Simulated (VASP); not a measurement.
Crystal: InGa.

```
CELL_PARAMETERS angstrom
0.00000 3.02125 3.02125
3.02125 0.00000 3.02125
3.02125 3.02125 0.00000
ATOMIC_POSITIONS crystal
In 0.00000 0.00000 0.00000
Ga 0.25000 0.25000 0.25000
```

- Program: VASP 6.6.1
- Task: relaxation of cell and atoms
- Functional: r2SCAN
- Potentials or basis: VASP PAW PBE potentials, release 64 (In_d, Ga_d)
- Cutoff: 550 eV
- k mesh: 5 × 5 × 5
- Occupations: fermi-dirac, width 0.1 eV
- Spin: no spin polarisation

At the start: pressure 3.6 GPa; volume 27.58 Å³/atom.

**Question.** How do energy, volume and symmetry change on relaxing?

**Answer.** Over 3 steps the energy falls by 28.3 meV/atom and the volume is 30.27 Å³/atom (+9.8 %); space group F-43m (No. 216, to 0.1 Å) before and after.

The path:
```csv
step,energy change (eV),largest force (eV/Å),pressure (GPa),volume (Å³)
1,0.0000,0.0000,3.60,55.16
2,-0.0564,0.0000,0.15,60.26
3,-0.0565,0.0000,-0.01,60.55
```

Final structure:
```
In Ga
1.0
     0.00000    3.11663    3.11663
     3.11663    0.00000    3.11663
     3.11663    3.11663    0.00000
In Ga
1 1
Direct
  0.00000 0.00000 0.00000
  0.25000 0.25000 0.25000
```

Caveat: the k points lie up to 0.35 Å⁻¹ apart in the final cell, too coarse for converged energies and pressures of a metal; the PAW data sets were made with another functional, which shifts forces and pressure a little.
